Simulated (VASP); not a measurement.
The system is CdS.

```
CELL_PARAMETERS angstrom
0.07461 2.95504 2.95504
2.95504 0.07461 2.95504
2.95504 2.95504 0.07461
ATOMIC_POSITIONS crystal
Cd 0.00282 0.00282 0.00282
S 0.24718 0.24718 0.24718
```

This cell differs from its parent crystal: epitaxial 111 strain -2.0%.

Base run:

| Item | Value |
| --- | --- |
| Program | VASP 6.6.1 |
| Functional | PBE |
| Potentials or basis | VASP PAW PBE potentials, release 64 (Cd, S) |
| Cutoff | 520 eV |
| k mesh | 8 × 8 × 8 |
| Occupations | fermi-dirac, width 0.02 eV |
| Spin | no spin polarisation |

Its results: band gap on the k mesh 1.08 eV, direct; pressure 3.1 GPa; largest force 0.006 eV/Å.

Q: The run is repeated on the same cell with these changes: functional from PBE to r2SCAN; occupations from fermi-dirac, width 0.02 eV to gaussian, width 0.01 eV. What comes out?

A: Band gap on the k mesh 1.52 eV, direct; pressure 1.7 GPa; largest force 0.008 eV/Å.

Caveats: the PAW data sets were made with another functional, which shifts forces and pressure a little (some runs).

